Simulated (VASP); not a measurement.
CuI (Marshite), 2 atoms in the cell. It takes space group F-43m (No. 216, cubic). Conventional cell: a = 6.063 Å, b = 6.063 Å, c = 6.063 Å, α = 90.00°, β = 90.00°, γ = 90.00°. I (site symmetry -43m) has 4 Cu at 2.63 Å within 3.5 Å. Within 3.5 Å of Cu (site symmetry -43m) lie 4 I at 2.63 Å. 

* Program: VASP 6.6.1
* Task: single point
* Functional: PBEsol
* Potentials or basis: VASP PAW PBE potentials, release 64 (I, Cu)
* Cutoff: 520 eV
* k mesh: 8 × 8 × 8
* Occupations: fermi-dirac, width 0.05 eV
* Spin: no spin polarisation
* Dipole correction: no
* Further INCAR settings: ALGO = Normal; EDIFF = 1e-07; NBANDS = 16

Potentials or basis: VASP PAW PBE potentials, release 64 (I, Cu).

Launch:

```console
$ cat potpaw_PBE.64/I/POTCAR potpaw_PBE.64/Cu/POTCAR > POTCAR
$ mpirun -np 1 vasp_std > vasp.out
```

Hardware: 1 thread of Intel(R) Xeon(R) 6975P-C (Granite Rapids), with other jobs on the host.

Question: Estimate the wall time of this run.

Answer: Wall time 11 s on 1 thread of Intel(R) Xeon(R) 6975P-C (Granite Rapids), on a shared host, peak memory 0.18 GiB. Counts: scf iterations 17, k points 29.
